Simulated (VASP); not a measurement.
The system is Al2O3.

```xyz
10
Lattice="2.4507 1.4149 4.2724 -2.4507 1.4149 4.2724 0.0000 -2.8299 4.2724" Properties=species:S:1:pos:R:3 pbc="T T T"
Al    0.0000    0.0000   10.9378
Al    0.0000    0.0000    4.5291
Al    0.0000    0.0000    1.8796
Al    0.0000    0.0000    8.2882
O     0.9574   -1.4149    5.3405
O    -1.7041   -0.1217    5.3405
O    -0.9574    1.4149    7.4768
O    -0.7467   -1.5366    7.4768
O     1.7041    0.1217    7.4768
O     0.7467    1.5366    5.3405
```

This cell differs from its parent crystal: epitaxial xy strain +3.0%.

Base run:

| Property | Result |
| --- | --- |
| Program | VASP 6.6.1 |
| Functional | PBE |
| Potentials or basis | VASP PAW PBE potentials, release 64 (Al, O) |
| Cutoff | 520 eV |
| k mesh | 6 × 6 × 6 |
| Occupations | fermi-dirac, width 0.02 eV |
| Spin | no spin polarisation |

Its results: band gap on the k mesh 5.32 eV, direct; pressure -3.7 GPa; largest force 0.052 eV/Å.

Q: The run is repeated on the same cell with these changes: functional from PBE to r2SCAN; occupations from fermi-dirac, width 0.02 eV to gaussian, width 0.01 eV. What comes out?

A: Band gap on the k mesh 6.20 eV, direct; pressure -11.5 GPa; largest force 0.015 eV/Å.

Caveats: the PAW data sets were made with another functional, which shifts forces and pressure a little (some runs).

A k mesh can miss the band edges.
